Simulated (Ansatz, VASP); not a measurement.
One calculation of InAs, two programs

The input POSCAR:

```
InAs
1.0
    0.0000000000      3.0436208903      3.0436208903
    3.0436208903      0.0000000000      3.0436208903
    3.0436208903      3.0436208903      0.0000000000
In As
1 1
Direct
    0.0000000000      0.0000000000      0.0000000000
    0.2500000000      0.2500000000      0.2500000000
```

INCAR.step1

```
SYSTEM = InAs
  PREC = Accurate
  ENCUT = 520
  EDIFF = 1E-5
  ISMEAR = 0
  SIGMA = 0.1
  LREAL = .False.
  LASPH = .True.
  NELM = 100
  ALGO = Normal
  ISIF = 2
  LWAVE = .True.
  LCHARG = .False.
  NBANDS = 16
  GGA = PE
```

Contents of INCAR.step2:

```
SYSTEM = InAs
  PREC = Accurate
  ENCUT = 520
  EDIFF = 1E-6
  ISMEAR = 0
  SIGMA = 0.1
  LREAL = .False.
  LASPH = .True.
  NELM = 100
  ALGO = Normal
  ISIF = 2
  LWAVE = .False.
  LCHARG = .False.
  GGA = PE
  LHFCALC = .True.
  HFSCREEN = 0.2079
  PRECFOCK = Normal
  NBANDS = 16
  ISTART = 1
```

Contents of KPOINTS:

```
regular mesh
0
Gamma
  6 6 6
  0 0 0
```

Input for Ansatz:

```yaml
crystal:
  lattice:
    - [0.0, 3.0436208903, 3.0436208903]
    - [3.0436208903, 0.0, 3.0436208903]
    - [3.0436208903, 3.0436208903, 0.0]
  atoms:
    - { symbol: In, position: [0.0, 0.0, 0.0] }
    - { symbol: As, position: [0.25, 0.25, 0.25] }
basis:
  ecutwfc: 420
kpoints:
  mp_grid: { grid: [6, 6, 6] }
  band_path:
    path:
      - [0.0, 0.0, 0.0]
      - [-0.5, -0.5, 0.0]
      - [-0.375, -0.375, 0.25]
      - [-0.375, 0.0, 0.375]
      - [0.0, 0.0, 0.5]
      - [-0.5, -0.25, 0.25]
    npoints: 1
hamiltonian:
  xc: hse06
scf:
  occupations: { method: gaussian, width: 0.1 }
  n_extra_bands: 4
output:
  forces: true
  stress: true
  eigenvalues: true
```

Alike in both runs: task single point; functional HSE06; k mesh 6 × 6 × 6; occupations gaussian, width 0.1 eV; no spin polarisation.

```csv
,VASP,Ansatz
version,VASP 6.6.1,Ansatz 0.2.0
potentials or method,"VASP PAW PBE potentials, release 64 (In_d, As), cutoff 520 eV","scalar-relativistic, plane waves, PAW"
valence electrons in the cell,18,28
```

|  | VASP | Ansatz | Ansatz less VASP |
| --- | --- | --- | --- |
| gap on the k mesh at the Fermi level (eV) | 0.42 | 0.42 | +0.002 |
| least direct gap on the mesh (eV) | 0.42 | 0.42 | +0.002 |
| pressure (GPa) | 0.4 | 0.6 | +0.20 |

VASP's potentials hold 18 valence electrons a cell and Ansatz's 28, so a difference there can come from the potentials and not from the codes. Ansatz's warnings: stress exchange threshold loose, stress scf threshold loose.
